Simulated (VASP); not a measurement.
# Be in VASP: further runs, part 2 of 2

VASP 6.6.1.

## Step 4: Single point, r2SCAN

POSCAR reads:

```
Be
1.0
   -1.2608980000      1.2156830000      1.2637960000
    1.2607320000     -1.2308510000      1.2787980000
    1.2654110000      1.2353640000     -1.2789640000
Be
1
Direct
    0.0027900000     -0.0044980000     -0.0071800000
```

INCAR.step1 reads:

```
PREC     = Accurate       # precision mode
ENCUT    = 520            # plane-wave cutoff, eV
ISMEAR   = -1             # smearing method
SIGMA    = 0.025          # smearing width, eV
LREAL    = False          # projectors in reciprocal space
LASPH    = True           # aspherical terms in the spheres
NELM     = 80             # most SCF steps
NBANDS   = 7              # bands
GGA      = PE             # functional
ALGO     = Normal         # electronic algorithm
EDIFF    = 1E-4           # SCF threshold, eV
LWAVE    = True           # write WAVECAR
LCHARG   = False          # write CHGCAR
```

INCAR.step2 reads:

```
PREC     = Accurate       # precision mode
ENCUT    = 520            # plane-wave cutoff, eV
EDIFF    = 1E-6           # SCF threshold, eV
ISMEAR   = -1             # smearing method
SIGMA    = 0.025          # smearing width, eV
LREAL    = False          # projectors in reciprocal space
LASPH    = True           # aspherical terms in the spheres
NELM     = 80             # most SCF steps
ALGO     = Normal         # electronic algorithm
ISIF     = 2              # what is computed and relaxed
LWAVE    = False          # write WAVECAR
LCHARG   = False          # write CHGCAR
METAGGA  = R2SCAN         # meta-GGA
LMIXTAU  = True         
NBANDS   = 7              # bands
ISTART   = 1
```

KPOINTS reads:

```
Automatic mesh
0
Gamma
  11 11 11
```

Potentials or basis: VASP PAW PBE potentials, release 64 (Be).

Run with:

```console
$ cat potpaw_PBE.64/Be/POTCAR > POTCAR
$ cp INCAR.step1 INCAR
$ mpirun -np 1 vasp_std > vasp.out
$ cp INCAR.step2 INCAR
$ mpirun -np 1 vasp_std > vasp.out
```

OUTCAR:

```text
PREC = Accurate
   ENCUT = 520
   EDIFF = 1E-6
   ISMEAR = -1
   LREAL = False
   LASPH = True
   NELM = 80
   ISIF = 2
   METAGGA = R2SCAN
   ISTART = 1

 ion  position               nearest neighbor table
   1  0.003  0.996  0.993-

  LATTYP: Found a triclinic cell.
 ALAT       =     5.6563529949
 B/A-ratio  =     0.6337026658
 C/A-ratio  =     0.3827252039
 COS(alpha) =     0.0009416186
 COS(beta)  =     0.2620485090
 COS(gamma) =     0.9484924465

  Lattice vectors:

 A1 = (   5.0524520000,   0.0241940000,  -2.5429260000)
 A2 = (   2.5263090000,   0.0196810000,  -2.5427600000)
 A3 = (   1.2652450000,   1.2201960000,   1.2636300000)

Analysis of symmetry for initial positions (statically):
=====================================================================
 Subroutine PRICEL returns:
 Original cell was already a primitive cell.

 Routine SETGRP: Setting up the symmetry group for a
 triclinic supercell.

 Subroutine GETGRP returns: Found  2 space group operations
 (whereof  1 operations were pure point group operations)
 out of a pool of  2 trial point group operations.

The static configuration has the point symmetry C_1 .
 The point group associated with its full space group is S_2 .

Analysis of symmetry for dynamics (positions and initial velocities):
=====================================================================
 Subroutine PRICEL returns:
 Original cell was already a primitive cell.

 Routine SETGRP: Setting up the symmetry group for a
 triclinic supercell.

 Subroutine GETGRP returns: Found  2 space group operations
 (whereof  1 operations were pure point group operations)
 out of a pool of  2 trial point group operations.

The dynamic configuration has the point symmetry C_1 .
[... 107 lines left out ...]
   TEBEG  =    0.0;   TEEND  =   0.0 temperature during run
   PSTRESS=    0.0 pullay stress
   NELECT =       2.0000    total number of electrons
   NUPDOWN=      -1.0000    fix difference up-down
   EMIN   =  10.00;   EMAX   =-10.00  energy-range for DOS
   EFERMI =   0.00;   METHOD = LEGACY
   ISMEAR =    -1;   SIGMA  =   0.03  broadening in eV -4-tet -1-fermi 0-gaus
   EFERMI_NEDOS =   21; number of points for ismear=-14 and -15
   IALGO  =     38    algorithm
   IMIX   =      4    mixing-type and parameters
     AMIX     =   0.40;   BMIX     =  1.00
     AMIX_MAG =   1.60;   BMIX_MAG =  1.00
  volume/ion in A,a.u.               =       7.87        53.12
  Fermi-wavevector in a.u.,A,eV,Ry     =   1.036904  1.959464 14.628568  1.075169
  Thomas-Fermi vector in A             =   2.171316
   LORBIT       =      0    0 simple, 1 ext, 2 COOP (PROOUT), +10 PAW based schemes
   METAGGA = R2SCAN    functional components
   LHFCALC =     F    Hartree Fock is set to
   AEXX    =    0.0000 exact exchange contribution
   IVDW    =     0    specifies the selected vdW correction
   LEPSILON=     F    determine dielectric tensor
   LRPA    =     F    only Hartree local field effects (RPA)
 non-spin polarized calculation
  energy-cutoff  :      520.00
  volume of cell :        7.87
 maximum number of plane-waves:       229
   NGX =  7   NGY =  9   NGZ =  9

 number of electron       2.0000000 magnetization

 Free energy of the ion-electron system (eV)
  ---------------------------------------------------
  ext. energy  EPLUGINS =         0.00000000
  ---------------------------------------------------
  free energy    TOTEN  =        -4.23450910 eV

  energy without entropy =       -4.23381767  energy(sigma->0) =       -4.23416338

 E-fermi :   7.8026     XC(G=0): -11.2732

 val. band max:        7.7878978974   @ k =   0.3636  -0.0000   0.3636
 cond. band min:       7.8113644168   @ k =   0.2727   0.3636   0.0000
 fundamental gap:      0.0234665193
 Fermi energy:         7.8026492611

 k-point     1 :       0.0000    0.0000    0.0000
  band No.  band energies     occupation
      1      -5.0938      2.00000
      2      28.8700      0.00000
      3      28.9805      0.00000
      4      29.3819      0.00000
      5      39.2271      0.00000
      6      40.5812      0.00000
      7      40.9700      0.00000
[... 221 lines left out ...]
 k-point    24 :      -0.4545    0.1818    0.0000
  band No.  band energies     occupation
      1       0.9978      2.00000
      2      13.0279      0.00000
      3      17.6655      0.00000
      4      22.5260      0.00000
      5      35.1668      0.00000
      6      36.0546      0.00000
      7      43.6866      0.00000

 [... further k-points ...]
[... 5 lines left out ...]
  --------------------------------------------------------------------------------------
  -------------------------------------------------------------------------------------
  Total       -0.0153277     -0.0607505     -0.0003753     -0.0291949      0.0787806      0.0046688
  in kB       -3.1199555    -12.3657807     -0.0763863     -5.9426221     16.0357971      0.9503312
  external PRESSURE =      -5.1873742 kB  Pullay stress =       0.0000000 kB

 VOLUME and BASIS-vectors are now :
 -----------------------------------------------------------------------------
  energy-cutoff  :      520.00
  volume of cell :        7.87
      direct lattice vectors                 reciprocal lattice vectors
    -1.260898000  1.215683000  1.263796000    -0.000707251  0.410439249  0.395747581
     1.260732000 -1.230851000  1.278798000     0.395883209  0.001705184  0.393335145
     1.265411000  1.235364000 -1.278964000     0.395132963  0.407276567  0.002455431

 POSITION                                       TOTAL-FORCE (eV/Angst)
 -----------------------------------------------------------------------------------
      2.50787      0.00457      0.00679         0.000000     -0.000000      0.000000
 -----------------------------------------------------------------------------------
    total drift:                                0.000017     -0.000001     -0.000010

  FREE ENERGIE OF THE ION-ELECTRON SYSTEM (eV)
  ---------------------------------------------------
  free  energy   TOTEN  =        -4.2345090992 eV

  energy  without entropy=       -4.2338176684  energy(sigma->0) =       -4.23416338
```

It took 60 s on 1 thread of Intel Xeon 8259CL, shared host; peak memory 0.14 GiB.

Results:

| Quantity | Value |
| --- | --- |
| Free energy | -4.2345 eV |
| Pressure | -0.5 GPa |
| Band gap on the k mesh | zero (bands 1 and 2 overlap by 4.53 eV) |

Levels at points of the mesh, in eV from the Fermi level:
| k point | band 1 | band 2 | band 3 | band 4 | band 5 | band 6 |
| --- | --- | --- | --- | --- | --- | --- |
| (0.00, 0.00, 0.00) | -12.90 | 21.07 | 21.18 | 21.58 | 31.42 | 32.78 |

Caveat: the PAW data sets were made with another functional, which shifts forces and pressure a little.

## Step 5: Single point, r2SCAN

POSCAR is that of step 4.

INCAR.step1 reads:

```
  PREC = Accurate
  ENCUT = 520
  ISMEAR = -1
  SIGMA = 0.01
  LREAL = False
  LASPH = True
  NELM = 60
  NBANDS = 7
  GGA = PE
  ALGO = Normal
  EDIFF = 1E-4
  LWAVE = True
  LCHARG = False
```

INCAR.step2 reads:

```
  PREC = Accurate
  ENCUT = 520
  EDIFF = 1E-6
  ISMEAR = -1
  SIGMA = 0.01
  LREAL = False
  LASPH = True
  NELM = 60
  ALGO = Normal
  ISIF = 2
  LWAVE = False
  LCHARG = False
  METAGGA = R2SCAN
  LMIXTAU = True
  NBANDS = 7
  ISTART = 1
```

KPOINTS reads:

```
regular mesh
0
Gamma
  11 11 11
```

Run with:

```console
$ cat potpaw_PBE.64/Be/POTCAR > POTCAR
$ cp INCAR.step1 INCAR
$ mpirun -np 1 vasp_std > vasp.out
$ cp INCAR.step2 INCAR
$ mpirun -np 1 vasp_std > vasp.out
```

It took 57 s on 1 thread of Intel Xeon 8259CL, shared host; peak memory 0.14 GiB.

The run converged. Its results:

```yaml
Free_energy: -4.2342 eV
Pressure: -0.5 GPa
Band_gap_on_the_k_mesh: zero (bands 1 and 2 overlap by 4.53 eV)
```

Stress tensor (GPa, compression positive):
```
 0.02 -0.48  0.12
-0.48 -1.33  1.30
 0.12  1.30 -0.25
```

Levels at points of the mesh, in eV from the Fermi level:
```csv
k point,band 1,band 2,band 3,band 4,band 5,band 6
"(0.00, 0.00, 0.00)",-12.89,21.08,21.18,21.59,31.43,32.79
```

Caveat: the PAW data sets were made with another functional, which shifts forces and pressure a little.

## Step 6: Summary

| level | cell | k mesh | smearing | gap on the mesh (eV) | pressure (GPa) |
| --- | --- | --- | --- | --- | --- |
| PBE | a = 2.170 Å, angles 109.5°, 1 atom | 12 × 12 × 12 | fermi-dirac 0.1 eV | none | -0.3 |
| r2SCAN | a = 2.160, b = 2.177, c = 2.182 Å, angles 109.2, 111.3, 108.2°, 1 atom | 11 × 11 × 11 | fermi-dirac 0.05 eV | none | -0.5 |
| r2SCAN | a = 2.160, b = 2.177, c = 2.182 Å, angles 109.2, 111.3, 108.2°, 1 atom | 11 × 11 × 11 | fermi-dirac 0.025 eV | none | -0.5 |
| r2SCAN | a = 2.160, b = 2.177, c = 2.182 Å, angles 109.2, 111.3, 108.2°, 1 atom | 11 × 11 × 11 | fermi-dirac 0.01 eV | none | -0.5 |

Alike in all rows: task single point; potentials or basis VASP PAW PBE potentials, release 64 (Be); no spin polarisation; cutoff (eV) 520.

Caveats: the PAW data sets were made with another functional, which shifts forces and pressure a little (at least some runs).

Total energies depend on the potentials used, so only differences within one code and one set of settings carry meaning.

The gap in the log of VASP goes by the Fermi energy; the results here count the filled bands.